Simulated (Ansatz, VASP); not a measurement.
## Two plane-wave programs on BH8C2N

```
B H C N
1.0
     6.47162   -0.05007   -0.06838
     2.67926    5.85746   -0.11621
     0.93993    0.67700    6.37812
B H C N
2 16 4 2
Direct
  0.49944 0.88532 0.88953
  0.50056 0.11468 0.11047
  0.70752 0.13387 0.57624
  0.29248 0.86613 0.42376
  0.85838 0.01961 0.80486
  0.14162 0.98039 0.19514
  0.70794 0.32130 0.75612
  0.29206 0.67870 0.24388
  0.29607 0.48785 0.78857
  0.70393 0.51215 0.21143
  0.14353 0.30857 0.86103
  0.85647 0.69143 0.13897
  0.29462 0.30092 0.60862
  0.70538 0.69908 0.39138
  0.32591 0.88647 0.83667
  0.67409 0.11353 0.16333
  0.67222 0.74645 0.80956
  0.32778 0.25355 0.19044
  0.70611 0.15385 0.74224
  0.29389 0.84615 0.25776
  0.29635 0.31959 0.77439
  0.70365 0.68041 0.22561
  0.50074 0.13681 0.86027
  0.49926 0.86319 0.13973
```

Alike in both runs: functional PBE; k mesh 4 × 4 × 4; occupations gaussian, width 0.02 eV; no spin polarisation.

Ansatz relaxed the structure, and its values are those at the end. VASP's run is a single point on that final structure, the one shown.

```csv
,VASP,Ansatz
version,VASP 6.6.1,Ansatz 0.2.0
potentials or method,"VASP PAW PBE potentials, release 64 (B, H, C, N), cutoff 520 eV","scalar-relativistic, plane waves, PAW"
valence electrons in the cell,48,48
```

|  | VASP | Ansatz | Ansatz less VASP |
| --- | --- | --- | --- |
| gap on the k mesh at the Fermi level (eV) | 5.20 | 5.20 | -0.001 |
| least direct gap on the mesh (eV) | 5.20 | 5.20 | -0.001 |
| pressure (GPa) | -0.1 | 0.0 | +0.06 |
| rms of the force components (eV/Å) | 0.011 | 0.001 | -0.0101 |
